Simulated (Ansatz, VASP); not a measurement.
**One calculation of Pt, two programs**

Contents of INCAR:

```
PREC     = Accurate       # precision mode
ENCUT    = 520            # plane-wave cutoff, eV
EDIFF    = 1E-6           # SCF threshold, eV
ISMEAR   = 0              # smearing method
SIGMA    = 0.15           # smearing width, eV
LREAL    = F              # projectors in reciprocal space
LASPH    = T              # aspherical terms in the spheres
NELM     = 60             # most SCF steps
ALGO     = Fast           # electronic algorithm
ISIF     = 2              # what is computed and relaxed
LWAVE    = F              # write WAVECAR
LCHARG   = F              # write CHGCAR
GGA      = PE             # functional
NBANDS   = 11             # bands
```

File KPOINTS:

```
regular mesh
0
Gamma
  20 20 20
```

Contents of POSCAR:

```
Pt
1.0
    0.0000000000      1.8600050000      2.0068475000
    1.8600050000      0.0000000000      2.0068475000
    1.8600050000      1.8600050000      0.0000000000
Pt
1
Direct
    0.0000000000      0.0000000000      0.0000000000
```

Input for Ansatz:

```yaml
crystal:
  lattice:
    - [0.0, 1.860005, 2.0068475]
    - [1.860005, 0.0, 2.0068475]
    - [1.860005, 1.860005, 0.0]
  atoms:
    - { symbol: Pt, position: [0.0, 0.0, 0.0] }
basis:
  ecutwfc: 420
kpoints:
  mp_grid: { grid: [20, 20, 20] }
hamiltonian:
  xc: pbe
scf:
  occupations: { method: gaussian, width: 0.15 }
output:
  forces: true
  stress: true
  eigenvalues: true
```

Change from the starting cell: strain -0.050 along x and y, +0.025 along z, atoms carried along.

Alike in both runs: task single point; functional PBE; k mesh 20 × 20 × 20; occupations gaussian, width 0.15 eV; no spin polarisation.

|  | VASP | Ansatz |
| --- | --- | --- |
| version | VASP 6.6.1 | Ansatz 0.2.0 |
| potentials or method | VASP PAW PBE potentials, release 64 (Pt), cutoff 520 eV | scalar-relativistic, plane waves, PAW |
| valence electrons in the cell | 10 | 18 |

```tsv
	VASP	Ansatz	Ansatz less VASP
gap on the k mesh at the Fermi level (eV)	none	none	-
pressure (GPa)	41.3	41.9	+0.61
traceless stress, the component that is largest in VASP (GPa)	-9.02	-9.08	-0.058
```

A gap of «none» marks a metal or a gap that the smearing closes. Both programs put the cell under a high pressure, so it lies far from rest at this level. VASP's potentials hold 10 valence electrons a cell and Ansatz's 18, so a difference there can come from the potentials and not from the codes.

Neither program's run includes spin-orbit coupling.
